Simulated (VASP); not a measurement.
# Tl4Br (Im-3m) in VASP: notebook

Runs on Tl4Br. Level: PBE. Tasks: single point.

All numbers are computed with VASP 6.6.1; they aren't measurements. Logs are shortened: lines on timing, memory, paths and dates and some standing lists are left out, and cuts for length are marked.

## (1) The cell of the first run

Symmetry: Im-3m, No. 229, cubic system. Conventional cell: a = 6.908 Å, b = 6.908 Å, c = 6.908 Å, α = 90.00°, β = 90.00°, γ = 90.00°. Within 3.9 Å of Tl (site symmetry -3m) lie 2 Br at 2.99 Å and 6 Tl at 3.45 Å. Within 3.9 Å of Br (site symmetry m-3m) lie 8 Tl at 2.99 Å.

## (2) Single point, PBE

File INCAR:

```
SYSTEM = Tl4Br
ALGO = Normal ; EDIFF = 1E-6
ENCUT = 520 ; GGA = PE
ISIF = 2 ; ISMEAR = 0
LASPH = .TRUE. ; LCHARG = .FALSE.
LREAL = .FALSE. ; LWAVE = .FALSE.
NBANDS = 38 ; NELM = 80
PREC = Accurate ; SIGMA = 0.1
```

File KPOINTS:

```
k-points
0
G
  4 4 4
  0 0 0
```

File POSCAR:

```
Tl4Br
1.0
   -3.4537876100      3.4537876100      3.4537876100
    3.4537876100     -3.4537876100      3.4537876100
    3.4537876100      3.4537876100     -3.4537876100
Tl Br
4 1
Direct
    0.0000000000      0.0000000000      0.5000000000
    0.5000000000      0.0000000000      0.0000000000
    0.0000000000      0.5000000000      0.0000000000
    0.5000000000      0.5000000000      0.5000000000
    0.0000000000      0.0000000000      0.0000000000
```

Potentials or basis: VASP PAW PBE potentials, release 64 (Tl_d, Br).

Command:

```bash
$ cat potpaw_PBE.64/Tl_d/POTCAR potpaw_PBE.64/Br/POTCAR > POTCAR
$ mpirun -np 1 vasp_std > vasp.out
```

OUTCAR:

```text
SYSTEM = Tl4Br
   EDIFF = 1E-6
   ENCUT = 520
   GGA = PE
   ISIF = 2
   ISMEAR = 0
   LASPH = .TRUE.
   LREAL = .FALSE.
   NELM = 80
   PREC = Accurate

 ion  position               nearest neighbor table
   1  0.000  0.000  0.500-   5 2.99   5 2.99   4 3.45   2 3.45   3 3.45   3 3.45   2 3.45   4 3.45

   2  0.500  0.000  0.000-   5 2.99   5 2.99   4 3.45   1 3.45   4 3.45   3 3.45   1 3.45   3 3.45

   3  0.000  0.500  0.000-   5 2.99   5 2.99   4 3.45   1 3.45   2 3.45   1 3.45   4 3.45   2 3.45

   4  0.500  0.500  0.500-   5 2.99   5 2.99   3 3.45   1 3.45   2 3.45   3 3.45   1 3.45   2 3.45

   5  0.000  0.000  0.000-   1 2.99   2 2.99   3 2.99   4 2.99   1 2.99   3 2.99   2 2.99   4 2.99

  LATTYP: Found a body centered cubic cell.
 ALAT       =     6.9075752200

  Lattice vectors:

 A1 = (  -3.4537876100,   3.4537876100,   3.4537876100)
 A2 = (   3.4537876100,  -3.4537876100,   3.4537876100)
 A3 = (   3.4537876100,   3.4537876100,  -3.4537876100)

Analysis of symmetry for initial positions (statically):
=====================================================================
 Subroutine PRICEL returns:
 Original cell was already a primitive cell.

 Routine SETGRP: Setting up the symmetry group for a
 body centered cubic supercell.

 Subroutine GETGRP returns: Found 48 space group operations
 (whereof 48 operations were pure point group operations)
 out of a pool of 48 trial point group operations.

The static configuration has the point symmetry O_h .

Analysis of symmetry for dynamics (positions and initial velocities):
=====================================================================
 Subroutine PRICEL returns:
 Original cell was already a primitive cell.

 Routine SETGRP: Setting up the symmetry group for a
 body centered cubic supercell.

 Subroutine GETGRP returns: Found 48 space group operations
 (whereof 48 operations were pure point group operations)
 out of a pool of 48 trial point group operations.

The dynamic configuration has the point symmetry O_h .

 Subroutine INISYM returns: Found 48 space group operations
 (whereof 48 operations are pure point group operations),
 and found     1 'primitive' translations

----------------------------------------------------------------------------------------

                                     Primitive cell

  volume of cell :     164.7961

  direct lattice vectors                    reciprocal lattice vectors
    -3.453787610  3.453787610  3.453787610     0.000000000  0.144768601  0.144768601
     3.453787610 -3.453787610  3.453787610     0.144768601  0.000000000  0.144768601
     3.453787610  3.453787610 -3.453787610     0.144768601  0.144768601  0.000000000

  length of vectors
     5.982135619  5.982135619  5.982135619     0.204733719  0.204733719  0.204733719

  position of ions in fractional coordinates (direct lattice)
     0.000000000  0.000000000  0.500000000
     0.500000000  0.000000000  0.000000000
     0.000000000  0.500000000  0.000000000
     0.500000000  0.500000000  0.500000000
     0.000000000  0.000000000  0.000000000

  ion indices of the primitive-cell ions
   primitive index   ion index
                 1           1
                 2           2
                 3           3
                 4           4
                 5           5

----------------------------------------------------------------------------------------

 KPOINTS: k-points

Automatic generation of k-mesh.
 Grid dimensions read from file:
 generate k-points for:    4    4    4

 Generating k-lattice:

  Cartesian coordinates                     Fractional coordinates (reciprocal lattice)
     0.000000000  0.036192150  0.036192150     0.250000000  0.000000000  0.000000000
     0.036192150  0.000000000  0.036192150     0.000000000  0.250000000  0.000000000
     0.036192150  0.036192150  0.000000000     0.000000000  0.000000000  0.250000000

  Length of vectors
     0.051183430  0.051183430  0.051183430

  Shift w.r.t. Gamma in fractional coordinates (k-lattice)
     0.000000000  0.000000000  0.000000000

 Subroutine IBZKPT returns following result:
 ===========================================

 Found      8 irreducible k-points:

 Following reciprocal coordinates:
            Coordinates               Weight
  0.000000  0.000000  0.000000      1.000000
  0.250000  0.000000  0.000000     12.000000
  0.500000  0.000000  0.000000      6.000000
  0.250000  0.250000  0.000000     24.000000
  0.250000  0.250000  0.250000      2.000000
 -0.250000  0.250000  0.250000      6.000000
  0.500000  0.500000  0.250000     12.000000
  0.500000  0.500000  0.500000      1.000000
   k-points           NKPTS =      8   k-points in BZ     NKDIM =      8   number of bands    NBANDS=     38
   number of dos      NEDOS =    301   number of ions     NIONS =      5
   total plane-waves  NPLWV = 110592
   dimension x,y,z NGX =    48 NGY =   48 NGZ =   48
   dimension x,y,z NGXF=    96 NGYF=   96 NGZF=   96
   ions per type =               4   1
   NGX,Y,Z   is equivalent  to a cutoff of  13.34, 13.34, 13.34 a.u.
   NGXF,Y,Z  is equivalent  to a cutoff of  26.68, 26.68, 26.68 a.u.
 SYSTEM =  Tl4Br
   PREC   = accura    normal or accurate (medium, high low for compatibility)
   ISTART =      0    job   : 0-new  1-cont  2-samecut
   ICHARG =      2    charge: 1-file 2-atom 10-const
   ISPIN  =      1    spin polarized calculation?
   LNONCOLLINEAR =      F non collinear calculations
   LSORBIT =      F    spin-orbit coupling
   LASPH  =      T    aspherical Exc in radial PAW
   ENCUT  =  520.0 eV  38.22 Ry    6.18 a.u.  11.12 11.12 11.12*2*pi/ulx,y,z
   NELM   =     80;   NELMIN=  2; NELMDL= -5     # of ELM steps
   EDIFF  = 0.1E-05   stopping-criterion for ELM
   LREAL  =      F    real-space projection
   EDIFFG = 0.1E-04   stopping-criterion for IOM
   NSW    =      0    number of steps for IOM
   IBRION =     -1    ionic relax: 0-MD 1-quasi-New 2-CG
   NFREE  =      0    steps in history (QN), initial steepest desc. (CG)
   ISIF   =      2    stress and relaxation
   ISYM   =      2    0-nonsym 1-usesym 2-fastsym
   POTIM  = 0.5000    time-step for ionic-motion
   TEBEG  =    0.0;   TEEND  =   0.0 temperature during run
   PSTRESS=    0.0 pullay stress
   NELECT =      59.0000    total number of electrons
   NUPDOWN=      -1.0000    fix difference up-down
   EMIN   =  10.00;   EMAX   =-10.00  energy-range for DOS
   EFERMI =   0.00;   METHOD = LEGACY
   ISMEAR =     0;   SIGMA  =   0.10  broadening in eV -4-tet -1-fermi 0-gaus
   EFERMI_NEDOS =   21; number of points for ismear=-14 and -15
   IALGO  =     38    algorithm
   IMIX   =      4    mixing-type and parameters
     AMIX     =   0.40;   BMIX     =  1.00
     AMIX_MAG =   1.60;   BMIX_MAG =  1.00
  volume/ion in A,a.u.               =      32.96       222.42
  Fermi-wavevector in a.u.,A,eV,Ry     =   1.162456  2.196723 18.385608  1.351304
  Thomas-Fermi vector in A             =   2.299017
   LORBIT       =      0    0 simple, 1 ext, 2 COOP (PROOUT), +10 PAW based schemes
   GGA     = PE    functional components
   LHFCALC =     F    Hartree Fock is set to
   AEXX    =    0.0000 exact exchange contribution
   IVDW    =     0    specifies the selected vdW correction
   LEPSILON=     F    determine dielectric tensor
   LRPA    =     F    only Hartree local field effects (RPA)
 non-spin polarized calculation
 Gauss-broadening in eV      SIGMA  =   0.10
  energy-cutoff  :      520.00
  volume of cell :      164.80
 maximum number of plane-waves:      4504
 NGX is ok and might be reduce to    48
   NGX = 23   NGY = 23   NGZ = 23

 number of electron      58.9999994 magnetization

 Free energy of the ion-electron system (eV)
  ---------------------------------------------------
  ext. energy  EPLUGINS =         0.00000000
  ---------------------------------------------------
  free energy    TOTEN  =       -10.41215126 eV

  energy without entropy =      -10.40632530  energy(sigma->0) =      -10.40923828

 E-fermi :   4.7611     XC(G=0):  -9.1005

 val. band max:        4.7387134014   @ k =   0.5000   0.5000   0.5000
 cond. band min:       4.8413099457   @ k =   0.5000   0.0000   0.0000
 fundamental gap:      0.1025965443
 Fermi energy:         4.7611035232

 k-point     1 :       0.0000    0.0000    0.0000
  band No.  band energies     occupation
      1     -12.1233      2.00000
      2      -7.1313      2.00000
      3      -7.1313      2.00000
      4      -6.9291      2.00000
      5      -6.9291      2.00000
      6      -6.9291      2.00000
[... 30 lines left out ...]
     37      11.2416      0.00000
     38      11.3949      0.00000

 k-point     2 :       0.2500    0.0000    0.0000
  band No.  band energies     occupation
      1     -12.0653      2.00000
      2      -7.0952      2.00000
      3      -7.0432      2.00000
      4      -6.9667      2.00000
      5      -6.8800      2.00000
      6      -6.8762      2.00000
[... 30 lines left out ...]
     37      10.0173      0.00000
     38      10.4703      0.00000

 k-point     3 :       0.5000    0.0000    0.0000
  band No.  band energies     occupation
      1     -12.0045      2.00000
      2      -7.0731      2.00000
      3      -7.0169      2.00000
      4      -6.9608      2.00000
      5      -6.8501      2.00000
      6      -6.8490      2.00000
[... 30 lines left out ...]
     37       9.5369      0.00000
     38       9.8761      0.00000

 k-point     4 :       0.2500    0.2500    0.0000
  band No.  band energies     occupation
      1     -12.0047      2.00000
      2      -7.0203      2.00000
      3      -7.0036      2.00000
      4      -6.9336      2.00000
      5      -6.9167      2.00000
      6      -6.8875      2.00000
[... 30 lines left out ...]
     37       9.5487      0.00000
     38       9.7122      0.00000

 k-point     5 :       0.2500    0.2500    0.2500
  band No.  band energies     occupation
      1     -12.0029      2.00000
      2      -6.8983      2.00000
      3      -6.8983      2.00000
      4      -6.8983      2.00000
      5      -6.7969      2.00000
      6      -6.7969      2.00000
[... 30 lines left out ...]
     37       8.6007      0.00000
     38       8.6007      0.00000

 k-point     6 :      -0.2500    0.2500    0.2500
  band No.  band energies     occupation
      1     -12.0067      2.00000
      2      -7.1081      2.00000
      3      -6.9967      2.00000
      4      -6.9967      2.00000
      5      -6.9852      2.00000
      6      -6.9061      2.00000
[... 30 lines left out ...]
     37       9.8825      0.00000
     38      10.9588      0.00000

 k-point     7 :       0.5000    0.5000    0.2500
  band No.  band energies     occupation
      1     -11.9453      2.00000
      2      -7.0866      2.00000
      3      -7.0539      2.00000
      4      -7.0365      2.00000
      5      -7.0093      2.00000
      6      -6.9954      2.00000
[... 30 lines left out ...]
     37      10.0460      0.00000
     38      10.4275      0.00000

 k-point     8 :       0.5000    0.5000    0.5000
  band No.  band energies     occupation
      1     -11.8831      2.00000
      2      -7.1050      2.00000
      3      -7.1050      2.00000
      4      -7.1050      2.00000
      5      -7.0865      2.00000
      6      -7.0865      2.00000
[... 30 lines left out ...]
     37      11.0470      0.00000
     38      12.3077      0.00000

------------------------ aborting loop because EDIFF is reached ----------------------------------------

  FORCE on cell =-STRESS in cart. coord.  units (eV):
  Direction    XX          YY          ZZ          XY          YZ          ZX
  --------------------------------------------------------------------------------------
  -------------------------------------------------------------------------------------
  Total        5.4553981      5.4553981      5.4553981      0.0000000      0.0000000      0.0000000
  in kB       53.0383682     53.0383682     53.0383682      0.0000000      0.0000000      0.0000000
  external PRESSURE =      53.0383682 kB  Pullay stress =       0.0000000 kB

 VOLUME and BASIS-vectors are now :
 -----------------------------------------------------------------------------
  energy-cutoff  :      520.00
  volume of cell :      164.80
      direct lattice vectors                 reciprocal lattice vectors
    -3.453787610  3.453787610  3.453787610     0.000000000  0.144768601  0.144768601
     3.453787610 -3.453787610  3.453787610     0.144768601  0.000000000  0.144768601
     3.453787610  3.453787610 -3.453787610     0.144768601  0.144768601  0.000000000

 POSITION                                       TOTAL-FORCE (eV/Angst)
 -----------------------------------------------------------------------------------
      1.72689      1.72689     -1.72689        -0.000000     -0.000000     -0.000000
     -1.72689      1.72689      1.72689         0.000000     -0.000000      0.000000
      1.72689     -1.72689      1.72689         0.000000      0.000000      0.000000
      1.72689      1.72689      1.72689        -0.000000      0.000000     -0.000000
      0.00000      0.00000      0.00000         0.000000     -0.000000      0.000000
 -----------------------------------------------------------------------------------
    total drift:                                0.000000      0.000000     -0.000000

  FREE ENERGIE OF THE ION-ELECTRON SYSTEM (eV)
  ---------------------------------------------------
  free  energy   TOTEN  =       -10.4121512567 eV

  energy  without entropy=      -10.4063253050  energy(sigma->0) =      -10.40923828
```

Wall time 76 s (1 thread of Oxide Virtual Turin-like, shared host); peak memory 0.29 GiB.

What came out:

| Item | Value |
| --- | --- |
| Free energy | -10.4122 eV |
| Pressure | 5.3 GPa |

Caveat: spin-orbit coupling is left out, which moves the levels of the heavy elements; an odd number of electrons without spin polarisation forces a metal; a magnetic or distorted state may lie lower.

(Part 1 of 2 ends here.)
